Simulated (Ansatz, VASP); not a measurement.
**P3O2 in VASP and in Ansatz**

Contents of INCAR:

```
SYSTEM = P3O2
ALGO     = Normal         ! electronic algorithm
EDIFF    = 1E-6           ! SCF threshold, eV
ENCUT    = 520            ! plane-wave cutoff, eV
GGA      = PE             ! functional
ISIF     = 2              ! what is computed and relaxed
ISMEAR   = 0              ! smearing method
LASPH    = .TRUE.         ! aspherical terms in the spheres
LCHARG   = .TRUE.         ! write CHGCAR
LELF     = .TRUE.         ! ELF
LREAL    = .FALSE.        ! projectors in reciprocal space
LVHAR    = .TRUE.       
LWAVE    = .FALSE.        ! write WAVECAR
NBANDS   = 22             ! bands
NELM     = 80             ! most SCF steps
PREC     = Accurate       ! precision mode
SIGMA    = 0.1            ! smearing width, eV
```

KPOINTS

```
k-points
0
G
  6 6 6
  0 0 0
```

POSCAR

```
P3O2
1.0
    1.6157763220      0.9328688944      7.4899428639
   -1.6157763220      0.9328688944      7.4899428639
    0.0000000000     -1.8657377888      7.4899428639
P O
3 2
Direct
    0.0000000000      0.0000000000      0.0000000000
    0.2095000000      0.2095000000      0.2095000000
    0.7905000000      0.7905000000      0.7905000000
    0.4000000000      0.4000000000      0.4000000000
    0.6000000000      0.6000000000      0.6000000000
```

Input for Ansatz:

```yaml
crystal:
  lattice:
    - [1.615776322, 0.9328688944, 7.4899428639]
    - [-1.615776322, 0.9328688944, 7.4899428639]
    - [0.0, -1.8657377888, 7.4899428639]
  atoms:
    - { symbol: P, position: [0.0, 0.0, 0.0] }
    - { symbol: P, position: [0.2095, 0.2095, 0.2095] }
    - { symbol: P, position: [0.7905, 0.7905, 0.7905] }
    - { symbol: O, position: [0.4, 0.4, 0.4] }
    - { symbol: O, position: [0.6, 0.6, 0.6] }
basis:
  ecutwfc: 420
kpoints:
  mp_grid: { grid: [6, 6, 6] }
hamiltonian:
  xc: pbe
scf:
  occupations: { method: gaussian, width: 0.1 }
  lower_state_search: "off"
output:
  forces: true
  stress: true
  eigenvalues: true
```

Alike in both runs: task single point; functional PBE; k mesh 6 × 6 × 6; occupations gaussian, width 0.1 eV; no spin polarisation.

|  | VASP | Ansatz |
| --- | --- | --- |
| version | VASP 6.6.1 | Ansatz 0.2.0 |
| potentials or method | VASP PAW PBE potentials, release 64 (P, O), cutoff 520 eV | scalar-relativistic, plane waves, PAW |
| valence electrons in the cell | 27 | 27 |

Ansatz gave:

```
gap on the k mesh at the Fermi level (eV)                     : none
pressure (GPa)                                                : -6.3
traceless stress, the component that is largest in VASP (GPa) : -1.90
rms of the force components (eV/Å)                            : 1.057
```

Estimate VASP's values.

gap on the k mesh at the Fermi level (eV): none; pressure (GPa): -6.4; traceless stress, the component that is largest in VASP (GPa): -1.93; rms of the force components (eV/Å): 1.059.

Atom by atom the forces differ by 0.003 eV/Å (rms over components). A gap of «none» marks a metal or a gap that the smearing closes.

The k mesh is coarse, so the values compare programs but aren't converged.
